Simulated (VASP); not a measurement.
# MgO (rocksalt type) (Fm-3m) in VASP: notebook

MgO (rocksalt type) is run at these levels: PBE; tasks: single point, relaxation of cell and atoms.

Everything below comes from runs of VASP 6.6.1. Logs are shortened: lines on timing, memory, paths and dates and some standing lists are left out, and cuts for length are marked.

## 1. The cell of the first run

The structure is cubic, space group Fm-3m (No. 225). The conventional cell has a = 4.044 Å, b = 4.044 Å, c = 4.044 Å, α = 90.00°, β = 90.00°, γ = 90.00°. Mg (site symmetry m-3m) has 6 O at 2.02 Å within 2.7 Å. Within 2.7 Å of O (site symmetry m-3m) lie 6 Mg at 2.02 Å.

## 2. Single point, PBE

Input file INCAR:

```
PREC = Accurate
ENCUT = 520
EDIFF = 1E-6
ISMEAR = -1
SIGMA = 0.05
LREAL = False
LASPH = True
NELM = 60
ALGO = Normal
ISIF = 2
LWAVE = False
LCHARG = False
GGA = PE
NBANDS = 11
```

Input file KPOINTS:

```
Automatic mesh
0
Gamma
  16 16 16
```

Input file POSCAR:

```
MgO
1.0
    0.0000000000      2.0218062068      2.0218062068
    2.0218062068      0.0000000000      2.0218062068
    2.0218062068      2.0218062068      0.0000000000
Mg O
1 1
Direct
    0.0000000000      0.0000000000      0.0000000000
    0.5000000000      0.5000000000      0.5000000000
```

Potentials or basis: VASP PAW PBE potentials, release 64 (Mg, O).

Launch:

```sh
$ cat potpaw_PBE.64/Mg/POTCAR potpaw_PBE.64/O/POTCAR > POTCAR
$ mpirun -np 1 vasp_std > vasp.out
```

OUTCAR:

```text
PREC = Accurate
   ENCUT = 520
   EDIFF = 1E-6
   ISMEAR = -1
   LREAL = False
   LASPH = True
   NELM = 60
   ISIF = 2
   GGA = PE

 ion  position               nearest neighbor table
   1  0.000  0.000  0.000-   2 2.02   2 2.02   2 2.02   2 2.02   2 2.02   2 2.02
   2  0.500  0.500  0.500-   1 2.02   1 2.02   1 2.02   1 2.02   1 2.02   1 2.02

  LATTYP: Found a face centered cubic cell.
 ALAT       =     4.0436124136

  Lattice vectors:

 A1 = (   0.0000000000,   2.0218062068,   2.0218062068)
 A2 = (   2.0218062068,   0.0000000000,   2.0218062068)
 A3 = (   2.0218062068,   2.0218062068,   0.0000000000)

Analysis of symmetry for initial positions (statically):
=====================================================================
 Subroutine PRICEL returns:
 Original cell was already a primitive cell.

 Routine SETGRP: Setting up the symmetry group for a
 face centered cubic supercell.

 Subroutine GETGRP returns: Found 48 space group operations
 (whereof 48 operations were pure point group operations)
 out of a pool of 48 trial point group operations.

The static configuration has the point symmetry O_h .

Analysis of symmetry for dynamics (positions and initial velocities):
=====================================================================
 Subroutine PRICEL returns:
 Original cell was already a primitive cell.

 Routine SETGRP: Setting up the symmetry group for a
 face centered cubic supercell.

 Subroutine GETGRP returns: Found 48 space group operations
 (whereof 48 operations were pure point group operations)
 out of a pool of 48 trial point group operations.

The dynamic configuration has the point symmetry O_h .

 Subroutine INISYM returns: Found 48 space group operations
 (whereof 48 operations are pure point group operations),
 and found     1 'primitive' translations

----------------------------------------------------------------------------------------

                                     Primitive cell

  volume of cell :      16.5291

  direct lattice vectors                    reciprocal lattice vectors
     0.000000000  2.021806207  2.021806207    -0.247303623  0.247303623  0.247303623
     2.021806207  0.000000000  2.021806207     0.247303623 -0.247303623  0.247303623
     2.021806207  2.021806207  0.000000000     0.247303623  0.247303623 -0.247303623

  length of vectors
     2.859265758  2.859265758  2.859265758     0.428342440  0.428342440  0.428342440

  position of ions in fractional coordinates (direct lattice)
     0.000000000  0.000000000  0.000000000
     0.500000000  0.500000000  0.500000000

  ion indices of the primitive-cell ions
   primitive index   ion index
                 1           1
                 2           2

----------------------------------------------------------------------------------------

 KPOINTS: Automatic mesh

Automatic generation of k-mesh.
 Grid dimensions read from file:
 generate k-points for:   16   16   16

 Generating k-lattice:

  Cartesian coordinates                     Fractional coordinates (reciprocal lattice)
    -0.015456476  0.015456476  0.015456476     0.062500000  0.000000000  0.000000000
     0.015456476 -0.015456476  0.015456476     0.000000000  0.062500000  0.000000000
     0.015456476  0.015456476 -0.015456476     0.000000000  0.000000000  0.062500000

  Length of vectors
     0.026771402  0.026771402  0.026771402

  Shift w.r.t. Gamma in fractional coordinates (k-lattice)
     0.000000000  0.000000000  0.000000000

 Subroutine IBZKPT returns following result:
 ===========================================

 Found    145 irreducible k-points:

 Following reciprocal coordinates:
            Coordinates               Weight
  0.000000  0.000000  0.000000      1.000000
  0.062500  0.000000  0.000000      8.000000
  0.125000  0.000000  0.000000      8.000000
  0.187500  0.000000  0.000000      8.000000
  0.250000  0.000000  0.000000      8.000000
  0.312500  0.000000  0.000000      8.000000
[... 16 lines left out ...]
 -0.125000  0.062500  0.000000     24.000000
 -0.062500  0.062500  0.000000     12.000000
 [... further k-points ...]
   k-points           NKPTS =    145   k-points in BZ     NKDIM =    145   number of bands    NBANDS=     11
   number of dos      NEDOS =    301   number of ions     NIONS =      2
   total plane-waves  NPLWV =  13824
   dimension x,y,z NGX =    24 NGY =   24 NGZ =   24
   dimension x,y,z NGXF=    48 NGYF=   48 NGZF=   48
   ions per type =               1   1
   NGX,Y,Z   is equivalent  to a cutoff of  13.95, 13.95, 13.95 a.u.
   NGXF,Y,Z  is equivalent  to a cutoff of  27.91, 27.91, 27.91 a.u.
 SYSTEM =  unknown system
   PREC   = accura    normal or accurate (medium, high low for compatibility)
   ISTART =      0    job   : 0-new  1-cont  2-samecut
   ICHARG =      2    charge: 1-file 2-atom 10-const
   ISPIN  =      1    spin polarized calculation?
   LNONCOLLINEAR =      F non collinear calculations
   LSORBIT =      F    spin-orbit coupling
   LASPH  =      T    aspherical Exc in radial PAW
   ENCUT  =  520.0 eV  38.22 Ry    6.18 a.u.   5.32  5.32  5.32*2*pi/ulx,y,z
   NELM   =     60;   NELMIN=  2; NELMDL= -5     # of ELM steps
   EDIFF  = 0.1E-05   stopping-criterion for ELM
   LREAL  =      F    real-space projection
   EDIFFG = 0.1E-04   stopping-criterion for IOM
   NSW    =      0    number of steps for IOM
   IBRION =     -1    ionic relax: 0-MD 1-quasi-New 2-CG
   NFREE  =      0    steps in history (QN), initial steepest desc. (CG)
   ISIF   =      2    stress and relaxation
   ISYM   =      2    0-nonsym 1-usesym 2-fastsym
   POTIM  = 0.5000    time-step for ionic-motion
   TEBEG  =    0.0;   TEEND  =   0.0 temperature during run
   PSTRESS=    0.0 pullay stress
   NELECT =       8.0000    total number of electrons
   NUPDOWN=      -1.0000    fix difference up-down
   EMIN   =  10.00;   EMAX   =-10.00  energy-range for DOS
   EFERMI =   0.00;   METHOD = LEGACY
   ISMEAR =    -1;   SIGMA  =   0.05  broadening in eV -4-tet -1-fermi 0-gaus
   EFERMI_NEDOS =   21; number of points for ismear=-14 and -15
   IALGO  =     38    algorithm
   IMIX   =      4    mixing-type and parameters
     AMIX     =   0.40;   BMIX     =  1.00
     AMIX_MAG =   1.60;   BMIX_MAG =  1.00
  volume/ion in A,a.u.               =       8.26        55.77
  Fermi-wavevector in a.u.,A,eV,Ry     =   1.285352  2.428962 22.478579  1.652129
  Thomas-Fermi vector in A             =   2.417491
   LORBIT       =      0    0 simple, 1 ext, 2 COOP (PROOUT), +10 PAW based schemes
   GGA     = PE    functional components
   LHFCALC =     F    Hartree Fock is set to
   AEXX    =    0.0000 exact exchange contribution
   IVDW    =     0    specifies the selected vdW correction
   LEPSILON=     F    determine dielectric tensor
   LRPA    =     F    only Hartree local field effects (RPA)
 non-spin polarized calculation
  energy-cutoff  :      520.00
  volume of cell :       16.53
 maximum number of plane-waves:       459
 NGX is ok and might be reduce to    24
   NGX = 11   NGY = 11   NGZ = 11

 number of electron       7.9999999 magnetization

 Free energy of the ion-electron system (eV)
  ---------------------------------------------------
  ext. energy  EPLUGINS =         0.00000000
  ---------------------------------------------------
  free energy    TOTEN  =       -11.68925228 eV

  energy without entropy =      -11.68925228  energy(sigma->0) =      -11.68925228

 E-fermi :   5.1688     XC(G=0): -11.6739

 val. band max:        4.1708087248   @ k =   0.0000   0.0000   0.0000
 cond. band min:      10.1843894439   @ k =   0.0000   0.0000   0.0000
 fundamental gap:      6.0135807191
 Fermi energy:         5.1688084817

 k-point     1 :       0.0000    0.0000    0.0000
  band No.  band energies     occupation
      1     -13.7692      2.00000
      2       4.1708      2.00000
      3       4.1708      2.00000
      4       4.1708      2.00000
      5      10.1844      0.00000
      6      20.6570      0.00000
      7      20.6570      0.00000
      8      20.6570      0.00000
      9      24.9103      0.00000
     10      26.8354      0.00000
     11      26.8354      0.00000

 k-point     2 :       0.0625    0.0000    0.0000
  band No.  band energies     occupation
      1     -13.7178      2.00000
      2       3.8869      2.00000
      3       4.1372      2.00000
      4       4.1372      2.00000
      5      10.4447      0.00000
      6      20.0286      0.00000
      7      20.7734      0.00000
      8      20.7734      0.00000
      9      25.7916      0.00000
     10      26.5752      0.00000
     11      26.5752      0.00000

 k-point     3 :       0.1250    0.0000    0.0000
  band No.  band energies     occupation
      1     -13.5687      2.00000
      2       3.1680      2.00000
      3       4.0429      2.00000
      4       4.0429      2.00000
      5      11.0807      0.00000
      6      18.9374      0.00000
      7      21.0916      0.00000
      8      21.0916      0.00000
      9      26.0644      0.00000
     10      26.0644      0.00000
     11      27.4619      0.00000

 k-point     4 :       0.1875    0.0000    0.0000
  band No.  band energies     occupation
      1     -13.3353      2.00000
      2       2.2401      2.00000
      3       3.9058      2.00000
      4       3.9058      2.00000
      5      11.8256      0.00000
      6      18.0377      0.00000
      7      21.5072      0.00000
      8      21.5072      0.00000
      9      25.6826      0.00000
     10      25.6826      0.00000
     11      28.4241      0.00000
[... 239 lines left out ...]
 k-point    22 :      -0.1875    0.0625    0.0000
  band No.  band energies     occupation
      1     -13.2045      2.00000
      2       1.8682      2.00000
      3       3.6757      2.00000
      4       3.8837      2.00000
      5      12.2241      0.00000
      6      17.6482      0.00000
      7      21.5868      0.00000
      8      21.7883      0.00000
      9      24.8475      0.00000
     10      26.2291      0.00000
     11      28.9545      0.00000

 k-point    23 :      -0.1250    0.0625    0.0000
  band No.  band energies     occupation
      1     -13.4574      2.00000
      2       2.7670      2.00000
      3       3.8568      2.00000
      4       4.0183      2.00000
      5      11.5020      0.00000
      6      18.3617      0.00000
      7      21.3156      0.00000
      8      21.3213      0.00000
      9      25.2310      0.00000
     10      26.3490      0.00000
     11      28.3876      0.00000

 k-point    24 :      -0.0625    0.0625    0.0000
  band No.  band energies     occupation
      1     -13.6339      2.00000
      2       3.5015      2.00000
      3       4.0216      2.00000
      4       4.1085      2.00000
      5      10.8282      0.00000
      6      19.3001      0.00000
      7      20.9419      0.00000
      8      20.9960      0.00000
      9      25.8871      0.00000
     10      26.6079      0.00000
     11      26.8882      0.00000

 [... further k-points ...]
[... 5 lines left out ...]
  --------------------------------------------------------------------------------------
  -------------------------------------------------------------------------------------
  Total        3.1326761      3.1326761      3.1326761      0.0000000      0.0000000     -0.0000000
  in kB      303.6529465    303.6529465    303.6529465      0.0000000      0.0000000     -0.0000000
  external PRESSURE =     303.6529465 kB  Pullay stress =       0.0000000 kB

 VOLUME and BASIS-vectors are now :
 -----------------------------------------------------------------------------
  energy-cutoff  :      520.00
  volume of cell :       16.53
      direct lattice vectors                 reciprocal lattice vectors
     0.000000000  2.021806207  2.021806207    -0.247303623  0.247303623  0.247303623
     2.021806207  0.000000000  2.021806207     0.247303623 -0.247303623  0.247303623
     2.021806207  2.021806207  0.000000000     0.247303623  0.247303623 -0.247303623

 POSITION                                       TOTAL-FORCE (eV/Angst)
 -----------------------------------------------------------------------------------
      0.00000      0.00000      0.00000         0.000000      0.000000     -0.000000
      2.02181      2.02181      2.02181        -0.000000     -0.000000      0.000000
 -----------------------------------------------------------------------------------
    total drift:                               -0.000000     -0.000000      0.000000

  FREE ENERGIE OF THE ION-ELECTRON SYSTEM (eV)
  ---------------------------------------------------
  free  energy   TOTEN  =       -11.6892522786 eV

  energy  without entropy=      -11.6892522786  energy(sigma->0) =      -11.68925228
```

It took 8.5 s on 1 thread of Intel Xeon 6975P-C (Granite Rapids), shared host; peak memory 0.16 GiB.

What came out:

```
Free energy            : -11.6893 eV
Pressure               : 30.4 GPa
Band gap on the k mesh : 6.01 eV, direct
```

A k mesh can miss the band edges. Expect the measured gap to be larger: semilocal functionals such as PBE lack the derivative discontinuity.

## 3. Single point, PBE

Input file INCAR:

```
SYSTEM = MgO
PREC = Accurate
ENCUT = 520
EDIFF = 1E-7
ISMEAR = -1
SIGMA = 0.05
LREAL = .FALSE.
LASPH = .TRUE.
NELM = 60
ALGO = Normal
ISIF = 2
LWAVE = .FALSE.
LCHARG = .FALSE.
GGA = PE
NBANDS = 11
```

Input file KPOINTS:

```
Automatic mesh
0
G
  16 16 16
  0 0 0
```

POSCAR is that of step 2.

Potentials or basis: VASP PAW PBE potentials, release 64 (Mg, O).

Launch:

```sh
$ cat potpaw_PBE.64/Mg/POTCAR potpaw_PBE.64/O/POTCAR > POTCAR
$ mpirun -np 1 vasp_std > vasp.out
```

Wall time 9.7 s (1 thread of Intel Xeon 6975P-C (Granite Rapids), shared host); peak memory 0.16 GiB.

Results (log left out):

```yaml
Free_energy: -11.6893 eV
Pressure: 30.4 GPa
Band_gap_on_the_k_mesh: 6.01 eV, direct
```

Levels at points of the mesh, in eV from the valence-band top:
```
           k point  band 1  band 2  band 3  band 4  band 5  band 6  band 7  band 8  band 9
(0.00, 0.00, 0.00)  -17.94    0.00    0.00    0.00    6.01   16.49   16.49   16.49   20.74
(0.50, 0.00, 0.00)  -16.32   -5.18   -0.80   -0.80    8.70   14.04   17.61   17.61   22.84
(0.50, 0.50, 0.00)  -16.02   -4.61   -1.53   -1.53    9.24   11.37   14.46   20.93   20.93
```

A k mesh can miss the band edges. Expect the measured gap to be larger: semilocal functionals such as PBE lack the derivative discontinuity.

## 4. Relaxation of cell and atoms, PBE, target pressure 31 GPa, at which the enthalpy is minimised

Input file INCAR:

```
SYSTEM = MgO
PREC     = Accurate       ! precision mode
ENCUT    = 600            ! plane-wave cutoff, eV
EDIFF    = 1E-6           ! SCF threshold, eV
ISMEAR   = -1             ! smearing method
SIGMA    = 0.05           ! smearing width, eV
LREAL    = .FALSE.        ! projectors in reciprocal space
LASPH    = .TRUE.         ! aspherical terms in the spheres
NELM     = 60             ! most SCF steps
ALGO     = Normal         ! electronic algorithm
ISIF     = 3              ! what is computed and relaxed
LWAVE    = .FALSE.        ! write WAVECAR
LCHARG   = .FALSE.        ! write CHGCAR
GGA      = PE             ! functional
IBRION   = 2              ! ionic algorithm
NSW      = 60             ! ionic steps
EDIFFG   = -0.005         ! ionic threshold
PSTRESS  = 310.0
```

KPOINTS is that of step 3.

Input file POSCAR:

```
MgO
1.0
    0.0000000000      2.0226560329      2.0226560329
    2.0226560329      0.0000000000      2.0226560329
    2.0226560329      2.0226560329      0.0000000000
Mg O
1 1
Direct
    0.0000000000      0.0000000000      0.0000000000
    0.5000000000      0.5000000000      0.5000000000
```

Launch:

```sh
$ cat potpaw_PBE.64/Mg/POTCAR potpaw_PBE.64/O/POTCAR > POTCAR
$ mpirun -np 1 vasp_std > vasp.out
```

Wall time 55 s (1 thread of AMD EPYC 7R43 (Zen 3), shared host); peak memory 0.13 GiB.

The run converged. Its results:

| Property | Result |
| --- | --- |
| Free energy | -11.6826 eV |
| Relaxed volume | 8.24 Å³/atom |
| Relaxed cell | a = 2.856 Å, b = 2.856 Å, c = 2.856 Å, α = 60.00°, β = 60.00°, γ = 60.00° |
| Space group after relaxing (to 0.05 Å) | Fm-3m (No. 225) |
| Energy change on relaxing (the enthalpy is what falls) | +7.3 meV/atom |
| Ionic steps | 3 |
| Pressure after relaxing | 31.0 GPa |
| Band gap on the k mesh | 6.05 eV, direct |

Step by step:
| step | energy change (eV) | largest force (eV/Å) | pressure (GPa) | volume (Å³) |
| --- | --- | --- | --- | --- |
| 1 | 0.0000 | 0.0000 | 29.74 | 16.55 |
| 2 | 0.0300 | 0.0000 | 32.31 | 16.39 |
| 3 | 0.0147 | 0.0000 | 31.01 | 16.47 |

Final structure:
```
Mg O
1.0
     0.00000    2.01950    2.01950
     2.01950    0.00000    2.01950
     2.01950    2.01950    0.00000
Mg O
1 1
Cartesian
  0.0000 0.0000 0.0000
  2.0195 2.0195 2.0195
```

Levels at points of the mesh, in eV from the valence-band top:
```tsv
k point	band 1	band 2	band 3	band 4	band 5	band 6	band 7	band 8
(0.00, 0.00, 0.00)	-17.96	0.00	0.00	0.00	6.05	16.51	16.51	16.51
(0.50, 0.00, 0.00)	-16.33	-5.20	-0.81	-0.81	8.73	14.08	17.65	17.65
(0.50, 0.50, 0.00)	-16.03	-4.62	-1.53	-1.53	9.24	11.42	14.50	20.99
```

Caveat: the cell is relaxed towards a set pressure, so the enthalpy falls and the energy may rise. A k mesh can miss the band edges.

## 5. Relaxation of cell and atoms, PBE, target pressure 31 GPa, at which the enthalpy is minimised

Input file INCAR:

```
SYSTEM = MgO
  PREC = Accurate
  ENCUT = 600
  EDIFF = 1E-6
  ISMEAR = -1
  SIGMA = 0.05
  LREAL = .False.
  LASPH = .True.
  NELM = 80
  ALGO = Normal
  ISIF = 3
  LWAVE = .False.
  LCHARG = .False.
  GGA = PE
  IBRION = 2
  NSW = 32
  EDIFFG = -0.005
  PSTRESS = 310.0
```

Input file KPOINTS:

```
regular mesh
0
Gamma
  16 16 16
  0 0 0
```

Input file POSCAR:

```
MgO
1.0
    0.0000000000      2.0218062068      2.0218062068
    2.0218062068      0.0000000000      2.0218062068
    2.0218062068      2.0218062068      0.0000000000
Mg O
1 1
Direct
    0.0000000000      0.0000000000      0.0000000000
    0.5000000000      0.5000000000      0.5000000000
```

Launch:

```sh
$ cat potpaw_PBE.64/Mg/POTCAR potpaw_PBE.64/O/POTCAR > POTCAR
$ mpirun -np 1 vasp_std > vasp.out
```

It took 55 s on 1 thread of AMD EPYC 7R43 (Zen 3), shared host; peak memory 0.13 GiB.

The run converged. Its results:

```
Free energy                                            : -11.6827 eV
Relaxed volume                                         : 8.24 Å³/atom
Relaxed cell                                           : a = 2.856 Å, b = 2.856 Å, c = 2.856 Å, α = 60.00°, β = 60.00°, γ = 60.00°
Space group after relaxing (to 0.05 Å)                 : Fm-3m (No. 225)
Energy change on relaxing (the enthalpy is what falls) : +5.3 meV/atom
Ionic steps                                            : 3
Pressure after relaxing                                : 31.0 GPa
Band gap on the k mesh                                 : 6.05 eV, direct
```

Step by step:
```tsv
step	energy change (eV)	largest force (eV/Å)	pressure (GPa)	volume (Å³)
1	0.0000	0.0000	30.08	16.53
2	0.0219	0.0000	31.95	16.42
3	0.0107	0.0000	31.00	16.47
```

Final structure:
```
Mg O
1.0
     0.00000    2.01952    2.01952
     2.01952    0.00000    2.01952
     2.01952    2.01952    0.00000
Mg O
1 1
Direct
  0.00000 0.00000 0.00000
  0.50000 0.50000 0.50000
```

Levels at points of the mesh, in eV from the valence-band top:
| k point | band 1 | band 2 | band 3 | band 4 | band 5 | band 6 | band 7 | band 8 |
| --- | --- | --- | --- | --- | --- | --- | --- | --- |
| (0.00, 0.00, 0.00) | -17.96 | 0.00 | 0.00 | 0.00 | 6.05 | 16.51 | 16.51 | 16.51 |
| (0.50, 0.00, 0.00) | -16.33 | -5.20 | -0.81 | -0.81 | 8.73 | 14.08 | 17.65 | 17.65 |
| (0.50, 0.50, 0.00) | -16.03 | -4.62 | -1.53 | -1.53 | 9.24 | 11.42 | 14.50 | 20.99 |

Caveat: the cell is relaxed towards a set pressure, so the enthalpy falls and the energy may rise.

## 6. Summary

| task | cell | cutoff (eV) | gap on the mesh (eV) | pressure (GPa) |
| --- | --- | --- | --- | --- |
| single point | a = 2.859 Å, angles 60.0°, 2 atoms | 520 | 6.01 | 30.4 |
| relaxation of cell and atoms | relaxed to 31 GPa from a = 2.860 Å, angles 60.0°, 2 atoms | 600 | 6.05 | 31.0 |
| relaxation of cell and atoms | relaxed to 31 GPa from a = 2.859 Å, angles 60.0°, 2 atoms | 600 | 6.05 | 31.0 |

Alike in all rows: level PBE; potentials or basis VASP PAW PBE potentials, release 64 (Mg, O); no spin polarisation; k mesh 16 × 16 × 16; smearing fermi-dirac 0.05 eV.

Caveats: the cell is relaxed towards a set pressure, so the enthalpy falls and the energy may rise (some runs).

Absolute energies hang on the potentials; compare differences alone.
